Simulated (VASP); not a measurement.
Input of a VASP 6.6.1 run:

File INCAR:

```
  ALGO = Normal
  EDIFF = 1E-6
  ENCUT = 520
  GGA = PE
  ISIF = 2
  ISMEAR = 0
  LASPH = T
  LCHARG = F
  LREAL = F
  LWAVE = F
  NBANDS = 11
  NELM = 80
  PREC = Accurate
  SIGMA = 0.05
```

The input KPOINTS:

```
k-points
0
Gamma
  12 12 12
```

The input POSCAR:

```
BN
1.0
    0.0000000000      1.7858059850      1.8673910300
    1.7858059850      0.0000000000      1.8673910300
    1.7858059850      1.7858059850      0.0000000000
B N
1 1
Direct
    0.0000000000      0.0000000000      0.0000000000
    0.7500000000      0.7500000000      0.7500000000
```

Potentials or basis: VASP PAW PBE potentials, release 64 (B, N).

Command:

```console
$ cat potpaw_PBE.64/B/POTCAR potpaw_PBE.64/N/POTCAR > POTCAR
$ mpirun -np 1 vasp_std > vasp.out
```

(1) What does it give for the band gap on the k mesh?

(2) What does it give for the pressure?

Answers

(1) 4.05 eV, indirect (least direct gap 8.53 eV).

(2) 0.1 GPa.

Caveat: the cell differs from its parent crystal (strain -0.015 along x and y, +0.030 along z).
